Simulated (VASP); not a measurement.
Set up this calculation in VASP 6.6.1, as the native input.

- Task: single point
- Functional: PBE
- Potentials or basis: VASP PAW PBE potentials, release 64 (Pb_d, H)
- Cutoff: 520 eV
- k mesh: 1 × 1 × 1
- Occupations: gaussian, width 0.01 eV
- Spin: non-collinear spin, zero start, spin-orbit coupling
- Starting moments: [[0.0, 0.0, 0.0], [0.0, 0.0, 0.0], [0.0, 0.0, 0.0]] μB
- Dipole correction: no
- Further INCAR settings: ALGO = Normal; EDIFF = 1e-06; NBANDS = 29

The structure of PbH2 (Pb(H)2) lies in POSCAR:

```
H2Pb
1.0
   11.6500000000      0.0000000000      0.0000000000
    0.0000000000      9.0000000000      0.0000000000
    0.0000000000      0.0000000000     10.3300000000
Pb H
1 2
Direct
    0.4998163100      0.5000000000      0.4356243900
    0.6133665200      0.5000000000      0.5645740600
    0.3862660900      0.5000000000      0.5645740600
```

These files were run (other wordings do the same):

INCAR

```
  PREC = Accurate
  ENCUT = 520
  EDIFF = 1E-6
  ISMEAR = 0
  SIGMA = 0.01
  LREAL = False
  LASPH = True
  NELM = 150
  ALGO = Normal
  ISIF = 2
  LWAVE = False
  LCHARG = False
  MAGMOM = 0 0 0 0 0 0 0 0 0
  LORBIT = 11
  LSORBIT = True
  GGA_COMPAT = False
  LORBMOM = True
  GGA = PE
  NBANDS = 29
```

KPOINTS

```
Automatic mesh
0
Gamma
  1 1 1
```

Potentials or basis: VASP PAW PBE potentials, release 64 (Pb_d, H).

Command:

```sh
$ cat potpaw_PBE.64/Pb_d/POTCAR potpaw_PBE.64/H/POTCAR > POTCAR
$ mpirun -np 1 vasp_ncl > vasp.out
```

It gave:

- Largest force: 0.259 eV/Å
- Net moment: 0.00 μB per cell
- Valence electrons inside the program's atomic spheres: Pb 12.00; H 0.50

Run time: 6.1 min on 1 thread of Intel(R) Xeon(R) 6975P-C (Granite Rapids), on a shared host, peak memory 2.6 GiB.
